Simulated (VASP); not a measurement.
# Rh (Pm-3m) in VASP: single point with LDA

Aim: the single point of Rh with LDA.

Program: VASP 6.6.1. These are calculated values, not measurements. Logs are shortened: lines on timing, memory, paths and dates and some standing lists are left out, and cuts for length are marked.

**1. The cell of the first run**

It takes space group Pm-3m (No. 221, cubic). The conventional cell has a = 3.196 Å, b = 3.196 Å, c = 3.196 Å, α = 90.00°, β = 90.00°, γ = 90.00°. Within 4.2 Å of Rh (site symmetry m-3m) lie 6 Rh at 3.20 Å.

**2. Single point, LDA**

INCAR reads:

```
PREC = Accurate ; ENCUT = 520
EDIFF = 1E-6 ; ISMEAR = 0
SIGMA = 0.02 ; LREAL = False
LASPH = True ; NELM = 60
ALGO = Normal ; ISIF = 2
LWAVE = False ; LCHARG = False
NBANDS = 14
```

KPOINTS reads:

```
Automatic mesh
0
Gamma
  9 9 9
```

POSCAR reads:

```
Rh
1.0
    3.1960000000      0.0000000000      0.0000000000
    0.0000000000      3.1960000000      0.0000000000
    0.0000000000      0.0000000000      3.1960000000
Rh
1
Direct
    0.0000000000      0.0000000000      0.0000000000
```

Potentials or basis: VASP PAW LDA potentials, release 64 (Rh_pv).

Launch:

```bash
$ cat potpaw_LDA.64/Rh_pv/POTCAR > POTCAR
$ mpirun -np 1 vasp_std > vasp.out
```

OUTCAR:

```text
PREC = Accurate
   ENCUT = 520
   EDIFF = 1E-6
   ISMEAR = 0
   LREAL = False
   LASPH = True
   NELM = 60
   ISIF = 2

 ion  position               nearest neighbor table
   1  0.000  0.000  0.000-

  LATTYP: Found a simple cubic cell.
 ALAT       =     3.1960000000

  Lattice vectors:

 A1 = (   3.1960000000,   0.0000000000,   0.0000000000)
 A2 = (   0.0000000000,   3.1960000000,   0.0000000000)
 A3 = (   0.0000000000,   0.0000000000,   3.1960000000)

Analysis of symmetry for initial positions (statically):
=====================================================================
 Subroutine PRICEL returns:
 Original cell was already a primitive cell.

 Routine SETGRP: Setting up the symmetry group for a
 simple cubic supercell.

 Subroutine GETGRP returns: Found 48 space group operations
[... 9 lines left out ...]

 Routine SETGRP: Setting up the symmetry group for a
 simple cubic supercell.

 Subroutine GETGRP returns: Found 48 space group operations
[... 11 lines left out ...]
                                     Primitive cell

  volume of cell :      32.6453

  direct lattice vectors                    reciprocal lattice vectors
     3.196000000  0.000000000  0.000000000     0.312891114  0.000000000  0.000000000
     0.000000000  3.196000000  0.000000000     0.000000000  0.312891114  0.000000000
     0.000000000  0.000000000  3.196000000     0.000000000  0.000000000  0.312891114

  length of vectors
     3.196000000  3.196000000  3.196000000     0.312891114  0.312891114  0.312891114

  position of ions in fractional coordinates (direct lattice)
     0.000000000  0.000000000  0.000000000

  ion indices of the primitive-cell ions
   primitive index   ion index
                 1           1

----------------------------------------------------------------------------------------

 KPOINTS: Automatic mesh

Automatic generation of k-mesh.
 Grid dimensions read from file:
 generate k-points for:    9    9    9

 Generating k-lattice:

  Cartesian coordinates                     Fractional coordinates (reciprocal lattice)
     0.034765679  0.000000000  0.000000000     0.111111111  0.000000000  0.000000000
     0.000000000  0.034765679  0.000000000     0.000000000  0.111111111  0.000000000
     0.000000000  0.000000000  0.034765679     0.000000000  0.000000000  0.111111111

  Length of vectors
     0.034765679  0.034765679  0.034765679

  Shift w.r.t. Gamma in fractional coordinates (k-lattice)
     0.000000000  0.000000000  0.000000000

 Subroutine IBZKPT returns following result:
 ===========================================

 Found     35 irreducible k-points:

 Following reciprocal coordinates:
            Coordinates               Weight
  0.000000  0.000000  0.000000      1.000000
  0.111111  0.000000  0.000000      6.000000
  0.222222  0.000000  0.000000      6.000000
  0.333333  0.000000  0.000000      6.000000
  0.444444  0.000000  0.000000      6.000000
  0.111111  0.111111  0.000000     12.000000
[... 16 lines left out ...]
  0.333333  0.333333  0.111111     24.000000
  0.444444  0.333333  0.111111     48.000000
 [... further k-points ...]
   k-points           NKPTS =     35   k-points in BZ     NKDIM =     35   number of bands    NBANDS=     14
   number of dos      NEDOS =    301   number of ions     NIONS =      1
   total plane-waves  NPLWV =  13824
   dimension x,y,z NGX =    24 NGY =   24 NGZ =   24
   dimension x,y,z NGXF=    48 NGYF=   48 NGZF=   48
   ions per type =               1
   NGX,Y,Z   is equivalent  to a cutoff of  12.48, 12.48, 12.48 a.u.
   NGXF,Y,Z  is equivalent  to a cutoff of  24.97, 24.97, 24.97 a.u.
 SYSTEM =  unknown system
   PREC   = accura    normal or accurate (medium, high low for compatibility)
   ISTART =      0    job   : 0-new  1-cont  2-samecut
   ICHARG =      2    charge: 1-file 2-atom 10-const
   ISPIN  =      1    spin polarized calculation?
   LNONCOLLINEAR =      F non collinear calculations
   LSORBIT =      F    spin-orbit coupling
   LASPH  =      T    aspherical Exc in radial PAW
   ENCUT  =  520.0 eV  38.22 Ry    6.18 a.u.   5.94  5.94  5.94*2*pi/ulx,y,z
   NELM   =     60;   NELMIN=  2; NELMDL= -5     # of ELM steps
   EDIFF  = 0.1E-05   stopping-criterion for ELM
   LREAL  =      F    real-space projection
[... 7 lines left out ...]
   TEBEG  =    0.0;   TEEND  =   0.0 temperature during run
   PSTRESS=    0.0 pullay stress
   NELECT =      15.0000    total number of electrons
   NUPDOWN=      -1.0000    fix difference up-down
   EMIN   =  10.00;   EMAX   =-10.00  energy-range for DOS
   EFERMI =   0.00;   METHOD = LEGACY
   ISMEAR =     0;   SIGMA  =   0.02  broadening in eV -4-tet -1-fermi 0-gaus
   EFERMI_NEDOS =   21; number of points for ismear=-14 and -15
   IALGO  =     38    algorithm
   IMIX   =      4    mixing-type and parameters
     AMIX     =   0.40;   BMIX     =  1.00
     AMIX_MAG =   1.60;   BMIX_MAG =  1.00
  volume/ion in A,a.u.               =      32.65       220.30
  Fermi-wavevector in a.u.,A,eV,Ry     =   1.263277  2.387247 21.713102  1.595868
  Thomas-Fermi vector in A             =   2.396642
   LORBIT       =      0    0 simple, 1 ext, 2 COOP (PROOUT), +10 PAW based schemes
   GGA     = CA    functional components
   LHFCALC =     F    Hartree Fock is set to
   AEXX    =    0.0000 exact exchange contribution
   IVDW    =     0    specifies the selected vdW correction
   LEPSILON=     F    determine dielectric tensor
   LRPA    =     F    only Hartree local field effects (RPA)
 non-spin polarized calculation
 Gauss-broadening in eV      SIGMA  =   0.02
  energy-cutoff  :      520.00
  volume of cell :       32.65
 maximum number of plane-waves:       897
 NGX is ok and might be reduce to    24
   NGX = 11   NGY = 11   NGZ = 11

 number of electron      14.9999991 magnetization

 Free energy of the ion-electron system (eV)
  ---------------------------------------------------
  ext. energy  EPLUGINS =         0.00000000
  ---------------------------------------------------
  free energy    TOTEN  =        -4.83639542 eV

  energy without entropy =       -4.83563718  energy(sigma->0) =       -4.83601630

 E-fermi :   1.3709     XC(G=0):  -9.4209

 val. band max:        1.3615844439   @ k =   0.3333   0.2222   0.0000
 cond. band min:       1.3789019385   @ k =   0.4444   0.2222   0.0000
 fundamental gap:      0.0173174945
 Fermi energy:         1.3709025685

 k-point     1 :       0.0000    0.0000    0.0000
  band No.  band energies     occupation
      1     -43.5589      2.00000
      2     -43.5589      2.00000
      3     -43.5589      2.00000
      4      -1.8382      2.00000
      5      -0.4578      2.00000
      6      -0.4577      2.00000
      7       1.5767      0.00000
      8       1.5767      0.00000
      9       1.5767      0.00000
     10      13.2322      0.00000
     11      13.2322      0.00000
     12      13.2322      0.00000
     13      17.1565      0.00000
     14      17.3893      0.00000

 k-point     2 :       0.1111    0.0000    0.0000
  band No.  band energies     occupation
      1     -43.5657      2.00000
      2     -43.5584      2.00000
      3     -43.5584      2.00000
      4      -1.6427      2.00000
      5      -0.4347      2.00000
      6      -0.3411      2.00000
      7       1.4948      0.00000
      8       1.4948      0.00000
      9       1.5835      0.00000
     10      11.5786      0.00000
     11      13.5205      0.00000
     12      13.5205      0.00000
     13      17.2764      0.00000
     14      17.2954      0.00000

 k-point     3 :       0.2222    0.0000    0.0000
  band No.  band energies     occupation
      1     -43.5829      2.00000
      2     -43.5571      2.00000
      3     -43.5571      2.00000
      4      -1.1570      2.00000
      5      -0.3757      2.00000
      6       0.0694      2.00000
      7       1.2964      2.00000
      8       1.2964      2.00000
      9       1.6006      0.00000
     10       9.0370      0.00000
     11      14.3197      0.00000
     12      14.3197      0.00000
     13      17.0386      0.00000
     14      17.3364      0.00000

 k-point     4 :       0.3333    0.0000    0.0000
  band No.  band energies     occupation
      1     -43.6025      2.00000
      2     -43.5556      2.00000
      3     -43.5556      2.00000
      4      -0.6929      2.00000
      5      -0.3071      2.00000
      6       0.9671      2.00000
      7       1.0847      2.00000
      8       1.0847      2.00000
      9       1.6202      0.00000
     10       6.6206      0.00000
     11      15.4494      0.00000
     12      15.4494      0.00000
     13      16.7175      0.00000
     14      17.3645      0.00000

 k-point     5 :       0.4444    0.0000    0.0000
  band No.  band energies     occupation
      1     -43.6152      2.00000
      2     -43.5547      2.00000
      3     -43.5547      2.00000
      4      -0.4558      2.00000
      5      -0.2616      2.00000
      6       0.9534      2.00000
      7       0.9534      2.00000
      8       1.6331      0.00000
      9       2.3342      0.00000
     10       4.5306      0.00000
     11      16.4946      0.00000
     12      16.5170      0.00000
     13      16.5170      0.00000
     14      17.3442      0.00000

 k-point     6 :       0.1111    0.1111    0.0000
  band No.  band energies     occupation
      1     -43.5653      2.00000
      2     -43.5651      2.00000
      3     -43.5579      2.00000
      4      -1.4461      2.00000
      5      -0.3621      2.00000
      6      -0.2771      2.00000
      7       1.4110      0.00457
      8       1.4921      0.00000
      9       1.5130      0.00000
     10      11.8074      0.00000
     11      11.8351      0.00000
     12      13.8096      0.00000
     13      17.2771      0.00000
     14      19.0898      0.00000

 k-point     7 :       0.2222    0.1111    0.0000
  band No.  band energies     occupation
      1     -43.5824      2.00000
      2     -43.5639      2.00000
      3     -43.5566      2.00000
      4      -0.9686      2.00000
      5      -0.2786      2.00000
      6       0.1004      2.00000
      7       1.2225      2.00000
      8       1.3052      2.00000
      9       1.5232      0.00000
     10       9.2576      0.00000
     11      12.4966      0.00000
     12      14.6123      0.00000
     13      17.2026      0.00000
     14      18.8883      0.00000
[... 205 lines left out ...]
 k-point    20 :       0.2222    0.2222    0.1111
  band No.  band energies     occupation
      1     -43.5807      2.00000
      2     -43.5802      2.00000
      3     -43.5620      2.00000
      4      -0.3743      2.00000
      5       0.0857      2.00000
      6       0.2709      2.00000
      7       1.0848      2.00000
      8       1.2522      2.00000
      9       1.3279      1.99764
     10       9.8146      0.00000
     11      10.4262      0.00000
     12      13.3833      0.00000
     13      18.0433      0.00000
     14      19.5927      0.00000

 k-point    21 :       0.3333    0.2222    0.1111
  band No.  band energies     occupation
      1     -43.5998      2.00000
      2     -43.5789      2.00000
      3     -43.5605      2.00000
      4      -0.1369      2.00000
      5       0.2034      2.00000
      6       0.5462      2.00000
      7       0.9517      2.00000
      8       1.2601      2.00000
      9       1.8726      0.00000
     10       7.5651      0.00000
     11      11.1697      0.00000
     12      14.3344      0.00000
     13      16.0868      0.00000
     14      18.5413      0.00000

 k-point    22 :       0.4444    0.2222    0.1111
  band No.  band energies     occupation
      1     -43.6125      2.00000
      2     -43.5778      2.00000
      3     -43.5596      2.00000
      4      -0.0163      2.00000
      5       0.2254      2.00000
      6       0.5405      2.00000
      7       0.8212      2.00000
      8       1.2937      2.00000
      9       3.3689      0.00000
     10       5.3207      0.00000
     11      12.3671      0.00000
     12      14.2361      0.00000
     13      15.5840      0.00000
     14      16.9635      0.00000

 k-point    23 :       0.3333    0.3333    0.1111
  band No.  band energies     occupation
      1     -43.5983      2.00000
      2     -43.5980      2.00000
      3     -43.5591      2.00000
      4      -0.0424      2.00000
      5       0.0774      2.00000
      6       0.9460      2.00000
      7       0.9721      2.00000
      8       1.1894      2.00000
      9       2.6204      0.00000
     10       7.7625      0.00000
     11       9.4037      0.00000
     12      13.9509      0.00000
     13      15.3616      0.00000
     14      19.3997      0.00000

 k-point    24 :       0.4444    0.3333    0.1111
  band No.  band energies     occupation
      1     -43.6107      2.00000
      2     -43.5971      2.00000
      3     -43.5581      2.00000
      4      -0.1173      2.00000
      5       0.0827      2.00000
      6       0.8643      2.00000
      7       1.0010      2.00000
      8       1.4070      0.01064
      9       4.0543      0.00000
     10       6.0192      0.00000
     11       9.9449      0.00000
     12      12.3235      0.00000
     13      16.4979      0.00000
     14      17.8962      0.00000

 [... further k-points ...]

------------------------ aborting loop because EDIFF is reached ----------------------------------------

  FORCE on cell =-STRESS in cart. coord.  units (eV):
  Direction    XX          YY          ZZ          XY          YZ          ZX
  --------------------------------------------------------------------------------------
  -------------------------------------------------------------------------------------
  Total       -4.8233360     -4.8233360     -4.8233360     -0.0000000      0.0000000     -0.0000000
  in kB     -236.7215446   -236.7215446   -236.7215446     -0.0000000      0.0000000     -0.0000000
  external PRESSURE =    -236.7215446 kB  Pullay stress =       0.0000000 kB

 VOLUME and BASIS-vectors are now :
 -----------------------------------------------------------------------------
  energy-cutoff  :      520.00
  volume of cell :       32.65
      direct lattice vectors                 reciprocal lattice vectors
     3.196000000  0.000000000  0.000000000     0.312891114  0.000000000  0.000000000
     0.000000000  3.196000000  0.000000000     0.000000000  0.312891114  0.000000000
     0.000000000  0.000000000  3.196000000     0.000000000  0.000000000  0.312891114

 POSITION                                       TOTAL-FORCE (eV/Angst)
 -----------------------------------------------------------------------------------
      0.00000      0.00000      0.00000         0.000000      0.000000      0.000000
 -----------------------------------------------------------------------------------
    total drift:                                0.000000      0.000000      0.000000

  FREE ENERGIE OF THE ION-ELECTRON SYSTEM (eV)
  ---------------------------------------------------
  free  energy   TOTEN  =        -4.8363954154 eV

  energy  without entropy=       -4.8356371783  energy(sigma->0) =       -4.83601630
```

It took 5.2 s on 1 thread of Intel Xeon Platinum 8488C (Sapphire Rapids), shared host; peak memory 0.13 GiB.

What came out:

- Free energy: -4.8364 eV
- Pressure: -23.7 GPa
